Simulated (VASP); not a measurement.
# Nb (Im-3m) in VASP: notebook, part 2 of 2

VASP 6.6.1. Earlier steps stand in the parts before.

## (5) Single point, PBEsol

This run uses another cell than the first one, of 17.59 Å³/atom, 0.918 times its volume.

File INCAR:

```
ALGO = Normal
EDIFF = 1E-6
ENCUT = 500
GGA = PS
GGA_COMPAT = F
ISIF = 2
ISMEAR = -1
LASPH = T
LCHARG = T
LELF = T
LREAL = F
LVHAR = T
LWAVE = F
NBANDS = 12
NELM = 120
PREC = Accurate
SIGMA = 0.05
```

File KPOINTS:

```
k-points
0
Gamma
  11 11 11
```

File POSCAR:

```
Nb
1.0
   -1.6382263177      1.6382263177      1.6382263177
    1.6382263177     -1.6382263177      1.6382263177
    1.6382263177      1.6382263177     -1.6382263177
Nb
1
Direct
    0.0000000000      0.0000000000      0.0000000000
```

Potentials or basis: VASP PAW PBE potentials, release 64 (Nb_sv).

Started as:

```console
$ cat potpaw_PBE.64/Nb_sv/POTCAR > POTCAR
$ mpirun -np 1 vasp_std > vasp.out
```

OUTCAR:

```text
EDIFF = 1E-6
   ENCUT = 500
   GGA = PS
   ISIF = 2
   ISMEAR = -1
   LASPH = T
   LREAL = F
   NELM = 120
   PREC = Accurate

 ion  position               nearest neighbor table
   1  0.000  0.000  0.000-

  LATTYP: Found a body centered cubic cell.
 ALAT       =     3.2764526354

  Lattice vectors:

 A1 = (  -1.6382263177,   1.6382263177,   1.6382263177)
 A2 = (   1.6382263177,  -1.6382263177,   1.6382263177)
 A3 = (   1.6382263177,   1.6382263177,  -1.6382263177)

Analysis of symmetry for initial positions (statically):
=====================================================================
 Subroutine PRICEL returns:
 Original cell was already a primitive cell.

 Routine SETGRP: Setting up the symmetry group for a
 body centered cubic supercell.

 Subroutine GETGRP returns: Found 48 space group operations
 (whereof 48 operations were pure point group operations)
 out of a pool of 48 trial point group operations.

The static configuration has the point symmetry O_h .

Analysis of symmetry for dynamics (positions and initial velocities):
=====================================================================
 Subroutine PRICEL returns:
 Original cell was already a primitive cell.

 Routine SETGRP: Setting up the symmetry group for a
 body centered cubic supercell.

 Subroutine GETGRP returns: Found 48 space group operations
 (whereof 48 operations were pure point group operations)
 out of a pool of 48 trial point group operations.

The dynamic configuration has the point symmetry O_h .

 Subroutine INISYM returns: Found 48 space group operations
 (whereof 48 operations are pure point group operations),
 and found     1 'primitive' translations

----------------------------------------------------------------------------------------

[... 113 lines left out ...]
  Thomas-Fermi vector in A             =   2.594288
   LORBIT       =      0    0 simple, 1 ext, 2 COOP (PROOUT), +10 PAW based schemes
   GGA     = PS    functional components
   LHFCALC =     F    Hartree Fock is set to
   AEXX    =    0.0000 exact exchange contribution
   IVDW    =     0    specifies the selected vdW correction
   LEPSILON=     F    determine dielectric tensor
   LRPA    =     F    only Hartree local field effects (RPA)
 non-spin polarized calculation
  energy-cutoff  :      500.00
  volume of cell :       17.59
 maximum number of plane-waves:       458
 NGX is ok and might be reduce to    24
   NGX = 11   NGY = 11   NGZ = 11

 number of electron      13.0000001 magnetization

 Free energy of the ion-electron system (eV)
  ---------------------------------------------------
  ext. energy  EPLUGINS =         0.00000000
  ---------------------------------------------------
  free energy    TOTEN  =       -10.94842934 eV

  energy without entropy =      -10.93296034  energy(sigma->0) =      -10.94069484

 E-fermi :  11.3326     XC(G=0): -12.7549

 val. band max:       11.3191886065   @ k =   0.2727   0.0000   0.0000
 cond. band min:      11.3552461332   @ k =   0.0909   0.0909   0.0000
 fundamental gap:      0.0360575267
 Fermi energy:        11.3325911895

 k-point     1 :       0.0000    0.0000    0.0000
  band No.  band energies     occupation
      1     -42.8686      2.00000
      2     -18.1299      2.00000
      3     -18.1299      2.00000
      4     -18.1299      2.00000
      5       5.3634      2.00000
      6      11.7342      0.00065
      7      11.7342      0.00065
      8      11.7342      0.00065
      9      14.7239      0.00000
     10      14.7239      0.00000
     11      25.6569      0.00000
     12      25.6569      0.00000
[... 331 lines left out ...]
 k-point    24 :       0.3636    0.1818    0.0909
  band No.  band energies     occupation
      1     -42.5812      2.00000
      2     -19.3483      2.00000
      3     -18.7996      2.00000
      4     -18.3775      2.00000
      5       8.9093      2.00000
      6       9.7505      2.00000
      7      11.7500      0.00047
      8      15.1451      0.00000
      9      15.5701      0.00000
     10      20.7104      0.00000
     11      22.0991      0.00000
     12      24.2935      0.00000

 [... further k-points ...]

------------------------ aborting loop because EDIFF is reached ----------------------------------------

  FORCE on cell =-STRESS in cart. coord.  units (eV):
  Direction    XX          YY          ZZ          XY          YZ          ZX
  --------------------------------------------------------------------------------------
  -------------------------------------------------------------------------------------
  Total       -0.0336460     -0.0336460     -0.0336460     -0.0000000      0.0000000     -0.0000000
  in kB       -3.0652205     -3.0652205     -3.0652205     -0.0000000      0.0000000     -0.0000000
  external PRESSURE =      -3.0652205 kB  Pullay stress =       0.0000000 kB

 VOLUME and BASIS-vectors are now :
 -----------------------------------------------------------------------------
  energy-cutoff  :      500.00
  volume of cell :       17.59
      direct lattice vectors                 reciprocal lattice vectors
    -1.638226318  1.638226318  1.638226318     0.000000000  0.305208136  0.305208136
     1.638226318 -1.638226318  1.638226318     0.305208136  0.000000000  0.305208136
     1.638226318  1.638226318 -1.638226318     0.305208136  0.305208136  0.000000000

 POSITION                                       TOTAL-FORCE (eV/Angst)
 -----------------------------------------------------------------------------------
      0.00000      0.00000      0.00000         0.000000      0.000000      0.000000
 -----------------------------------------------------------------------------------
    total drift:                                0.000000      0.000000     -0.000000

  FREE ENERGIE OF THE ION-ELECTRON SYSTEM (eV)
  ---------------------------------------------------
  free  energy   TOTEN  =       -10.9484293371 eV

  energy  without entropy=      -10.9329603355  energy(sigma->0) =      -10.94069484
```

Run time: 15 s. Hardware: 1 thread of Intel Xeon 8259CL, shared host; peak memory 0.14 GiB.

Results:

```
Free energy : -10.9484 eV
Pressure    : -0.3 GPa
```

Levels at points of the mesh, in eV from the Fermi level:
| k point | band 2 | band 3 | band 4 | band 5 | band 6 | band 7 | band 8 | band 9 | band 10 | band 11 |
| --- | --- | --- | --- | --- | --- | --- | --- | --- | --- | --- |
| (0.00, 0.00, 0.00) | -29.46 | -29.46 | -29.46 | -5.97 | 0.40 | 0.40 | 0.40 | 3.39 | 3.39 | 14.32 |

Caveat: the PAW data sets were made with another functional, which shifts forces and pressure a little.

## (6) Single point, PBE

This run uses another cell than the first one, of 18.43 Å³/atom, 0.962 times its volume.

File INCAR:

```
SYSTEM = Nb
PREC = Accurate ; ENCUT = 500
EDIFF = 1E-6 ; ISMEAR = 0
SIGMA = 0.020999999999999998 ; LREAL = .FALSE.
LASPH = .TRUE. ; NELM = 120
ALGO = Normal ; ISIF = 2
LWAVE = .FALSE. ; LCHARG = .FALSE.
GGA = PE ; NBANDS = 12
GGA_COMPAT = .FALSE.
```

File KPOINTS:

```
Automatic mesh
0
G
  11 11 11
  0 0 0
```

File POSCAR:

```
Nb
1.0
   -1.6639500000      1.6639500000      1.6639500000
    1.6639500000     -1.6639500000      1.6639500000
    1.6639500000      1.6639500000     -1.6639500000
Nb
1
Direct
    0.0000000000      0.0000000000      0.0000000000
```

Potentials or basis: VASP PAW PBE potentials, release 64 (Nb_sv).

Started as:

```console
$ cat potpaw_PBE.64/Nb_sv/POTCAR > POTCAR
$ mpirun -np 1 vasp_std > vasp.out
```

It took 13 s on 1 thread of Intel Xeon 8259CL, shared host; peak memory 0.14 GiB.

It converged, with:

- Free energy: -10.2061 eV
- Pressure: -2.1 GPa

Levels at points of the mesh, in eV from the Fermi level:
```tsv
k point	band 4	band 5	band 6	band 7	band 8	band 9
(0.00, 0.00, 0.00)	-29.69	-5.83	0.43	0.43	0.43	3.27
```

## (7) Summary

```csv
level,potentials or basis,cell,k mesh,smearing,gap on the mesh (eV),pressure (GPa)
LDA,"VASP PAW LDA potentials, release 64 (Nb_sv)","a = 2.920 Å, angles 109.5°, 1 atom",11 × 11 × 11,fermi-dirac 0.05 eV,none,-17.1
LDA,"VASP PAW LDA potentials, release 64 (Nb_sv)","a = 2.939 Å, angles 109.5°, 1 atom",11 × 11 × 11,fermi-dirac 0.05 eV,none,-19.4
PBE,"VASP PAW PBE potentials, release 64 (Nb_sv)","a = 2.882 Å, angles 109.5°, 1 atom",7 × 7 × 7,fermi-dirac 0.04 eV,none,-2.3
PBEsol,"VASP PAW PBE potentials, release 64 (Nb_sv)","a = 2.837 Å, angles 109.5°, 1 atom",11 × 11 × 11,fermi-dirac 0.05 eV,none,-0.3
PBE,"VASP PAW PBE potentials, release 64 (Nb_sv)","a = 2.882 Å, angles 109.5°, 1 atom",11 × 11 × 11,gaussian 0.021 eV,none,-2.1
```

Alike in all rows: task single point; no spin polarisation; cutoff (eV) 500.

Caveats: some runs use coarse meshes; the PAW data sets were made with another functional, which shifts forces and pressure a little (some runs).

Total energies depend on the potentials used, so only differences within one code and one set of settings carry meaning.
